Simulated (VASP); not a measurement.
Write the native input for VASP 6.6.1 that does the following.

| Property | Result |
| --- | --- |
| Task | single point |
| Functional | PBE |
| Potentials or basis | VASP PAW PBE potentials, release 64 (Rh_pv) |
| Cutoff | 520 eV |
| k mesh | 10 × 10 × 1 |
| Occupations | fermi-dirac, width 0.05 eV |
| Spin | no spin polarisation |
| Dipole correction | yes |
| Further INCAR settings | ALGO = Normal; EDIFF = 1e-06; NBANDS = 54 |

The structure of Rh lies in POSCAR:

```
Rh
1.0
    2.6891977995      0.0000000000      0.0000000000
    0.0000000000      2.6891977995      0.0000000000
    0.0000000000      0.0000000000     24.5077500000
Rh
6
Direct
    0.5000000000      0.5000000000      0.3060256449
    0.0000000000      0.0000000000      0.3836153870
    0.5000000000      0.5000000000      0.4612051290
    0.0000000000      0.0000000000      0.5387948710
    0.5000000000      0.5000000000      0.6163846130
    0.0000000000      0.0000000000      0.6939743551
```

The input as run:

INCAR

```
PREC = Accurate
ENCUT = 520
EDIFF = 1E-6
ISMEAR = -1
SIGMA = 0.05
LREAL = False
LASPH = True
NELM = 60
ALGO = Normal
ISIF = 2
LWAVE = False
LCHARG = True
LDIPOL = True
IDIPOL = 3
DIPOL = 0.5 0.5 0.500
GGA = PE
LELF = True
LVHAR = True
LVACPOTAV = True
NBANDS = 54
```

KPOINTS

```
Automatic mesh
0
Gamma
  10 10 1
```

Potentials or basis: VASP PAW PBE potentials, release 64 (Rh_pv).

Run with:

```sh
$ cat potpaw_PBE.64/Rh_pv/POTCAR > POTCAR
$ mpirun -np 1 vasp_std > vasp.out
```

It gave:

```json
{"Largest force": "0.569 eV/Å", "Band gap on the k mesh": "zero (bands 45 and 46 overlap by 1.70 eV)"}
```

Wall time 4.4 min on 1 thread of AMD EPYC 7R43 64-Core Processor (Zen 3) (shared host), peak memory 0.29 GiB.
